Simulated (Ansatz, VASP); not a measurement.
**One calculation of InSb4, two programs**

```
In Sb
1.0
    -3.44889    3.44889    3.44889
     3.44889   -3.44889    3.44889
     3.44889    3.44889   -3.44889
In Sb
1 4
Direct
  0.00000 0.00000 0.00000
  0.50000 0.50000 0.50000
  0.00000 0.00000 0.50000
  0.00000 0.50000 0.00000
  0.50000 0.00000 0.00000
```

Alike in both runs: functional PBE; k mesh 4 × 4 × 4; occupations gaussian, width 0.1 eV; no spin polarisation.

Ansatz relaxed the structure, and its values are those at the end. VASP's run is a single point on that final structure, the one shown.

|  | VASP | Ansatz |
| --- | --- | --- |
| version | VASP 6.6.1 | Ansatz 0.2.0 |
| potentials or method | VASP PAW PBE potentials, release 64 (In_d, Sb), cutoff 520 eV | scalar-relativistic, plane waves, PAW |
| valence electrons in the cell | 33 | 73 |

```tsv
	VASP	Ansatz	Ansatz less VASP
gap on the k mesh at the Fermi level (eV)	none	none	-
pressure (GPa)	0.1	0.1	+0.05
```

A gap of «none» marks a metal or a gap that the smearing closes. VASP's potentials hold 33 valence electrons a cell and Ansatz's 73, so a difference there can come from the potentials and not from the codes.

Neither program's run includes spin-orbit coupling.
